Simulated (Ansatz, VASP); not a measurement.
**Two plane-wave programs on FeO**

```
CELL_PARAMETERS angstrom
0.00000 2.15540 2.15540
2.15540 0.00000 2.15540
2.15540 2.15540 0.00000
ATOMIC_POSITIONS crystal
Fe 0.00000 0.00000 0.00000
O 0.50000 0.50000 0.50000
```

Alike in both runs: functional BLYP; k mesh 11 × 11 × 11; occupations fermi-dirac, width 0.05 eV; collinear spin.

|  | VASP | Ansatz |
| --- | --- | --- |
| version | VASP 6.6.1 | Ansatz 0.2.0 |
| potentials or method | VASP PAW PBE potentials, release 64 (Fe_sv, O) | Ansatz PAW |
| plane-wave cutoff (eV) | 600 | 420 |
| valence electrons in the cell | 22 | 22 |
| task | single point | band structure |

Ansatz gave:

| Property | Result |
| --- | --- |
| gap on the k mesh at the Fermi level (eV) | none |
| pressure (GPa) | 6.8 |
| net moment per atom (μB) | 2.00 |
| size of the moment on the site where the two differ most (μB) | 0.34 |

Q: Estimate VASP's values.

A: gap on the k mesh at the Fermi level (eV): none; pressure (GPa): 4.9; net moment per atom (μB): 2.00; size of the moment on the site where the two differ most (μB): 0.32.

VASP's potentials were made for PBE, not for BLYP. Site moments also hang on the region over which each program counts them. A gap of «none» marks a metal or a gap that the smearing closes. The functional is the same, so the differences come from potentials, cutoffs and numerics.
